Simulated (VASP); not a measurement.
Wanted: the native input for a VASP 6.6.1 run.

- Task: single point
- Functional: RPBE
- Potentials or basis: VASP PAW PBE potentials, release 64 (Hf_pv, N)
- Cutoff: 520 eV
- k mesh: 9 × 9 × 9
- Occupations: fermi-dirac, width 0.05 eV
- Spin: no spin polarisation
- Dipole correction: no
- Further INCAR settings: ALGO = Normal; EDIFF = 1e-06; NBANDS = 14

The structure of HfN lies in POSCAR:

```
HfN
1.0
    2.8250300000      0.0000000000      0.0000000000
    0.0000000000      2.8250300000      0.0000000000
    0.0000000000      0.0000000000      2.8250300000
Hf N
1 1
Direct
    0.5000000000      0.5000000000      0.5000000000
    0.0000000000      0.0000000000      0.0000000000
```

The input as run:

INCAR

```
ALGO     = Normal         # electronic algorithm
EDIFF    = 1E-6           # SCF threshold, eV
ENCUT    = 520            # plane-wave cutoff, eV
GGA      = RP             # functional
ISIF     = 2              # what is computed and relaxed
ISMEAR   = -1             # smearing method
LASPH    = True           # aspherical terms in the spheres
LCHARG   = False          # write CHGCAR
LREAL    = False          # projectors in reciprocal space
LWAVE    = False          # write WAVECAR
NBANDS   = 14             # bands
NELM     = 100            # most SCF steps
PREC     = Accurate       # precision mode
SIGMA    = 0.05           # smearing width, eV
```

KPOINTS

```
k-points
0
Gamma
  9 9 9
```

Potentials or basis: VASP PAW PBE potentials, release 64 (Hf_pv, N).

Run with:

```console
$ cat potpaw_PBE.64/Hf_pv/POTCAR potpaw_PBE.64/N/POTCAR > POTCAR
$ mpirun -np 1 vasp_std > vasp.out
```

It gave:

* Pressure: 2.1 GPa

Caveat: the PAW data sets were made with another functional, which shifts forces and pressure a little.

Wall time 6.9 s on 1 thread of AMD EPYC 9R45 96-Core Processor (Zen 5), on a shared host, peak memory 0.11 GiB.
